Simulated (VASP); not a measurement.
Here is a VASP 6.6.1 calculation.

File INCAR:

```
SYSTEM = Hf
PREC = Accurate
ENCUT = 520
EDIFF = 1E-6
ISMEAR = 0
SIGMA = 0.1
LREAL = .FALSE.
LASPH = .TRUE.
NELM = 80
ALGO = Normal
ISIF = 2
LWAVE = .FALSE.
LCHARG = .TRUE.
GGA = PE
LELF = .TRUE.
LVHAR = .TRUE.
NBANDS = 17
```

KPOINTS

```
Automatic mesh
0
G
  15 15 8
  0 0 0
```

The input POSCAR:

```
Hf
1.0
    3.0667366381      0.0000000000      0.0000000000
   -1.5333683190      2.6558718353      0.0000000000
    0.0000000000      0.0000000000      4.8701967316
Hf
2
Direct
    0.3333333333      0.6666666667      0.2500000000
    0.6666666667      0.3333333333      0.7500000000
```

Potentials or basis: VASP PAW PBE potentials, release 64 (Hf_pv).

Launch:

```sh
$ cat potpaw_PBE.64/Hf_pv/POTCAR > POTCAR
$ mpirun -np 1 vasp_std > vasp.out
```

Problem. Predict the pressure.

Solution. 16.6 GPa.

Problem. What does it give for the band gap on the k mesh?

Solution. Zero (bands 10 and 11 overlap by 1.62 eV).

Stress tensor (GPa, compression positive):
```
16.61  0.00  0.00
 0.00 16.61  0.00
 0.00  0.00 16.44
```

Caveat: the cell stands under pressure; spin-orbit coupling is left out, which moves the levels of the heavy elements.
